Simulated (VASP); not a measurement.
A run of VASP 6.6.1 is set up as follows.

The input INCAR:

```
SYSTEM = RbCl
PREC = Accurate
ENCUT = 500
EDIFF = 1E-6
ISMEAR = 0
SIGMA = 0.01
LREAL = .FALSE.
LASPH = .TRUE.
NELM = 120
ALGO = Normal
ISIF = 2
LWAVE = .FALSE.
LCHARG = .FALSE.
GGA = PE
NBANDS = 15
GGA_COMPAT = .FALSE.
```

Contents of KPOINTS:

```
Automatic mesh
0
G
  4 4 4
  0 0 0
```

POSCAR

```
RbCl
1.0
    0.0000000000      3.2497712700      3.2497712700
    3.2497712700      0.0000000000      3.2497712700
    3.2497712700      3.2497712700      0.0000000000
Rb Cl
1 1
Direct
    0.0000000000      0.0000000000      0.0000000000
    0.5000000000      0.5000000000      0.5000000000
```

Potentials or basis: VASP PAW PBE potentials, release 64 (Rb_sv, Cl).

The run is started by

```console
$ cat potpaw_PBE.64/Rb_sv/POTCAR potpaw_PBE.64/Cl/POTCAR > POTCAR
$ mpirun -np 1 vasp_std > vasp.out
```

Task: Predict the pressure.

Result: 1.6 GPa.

Task: Estimate the band gap on the k mesh.

Result: 5.12 eV.
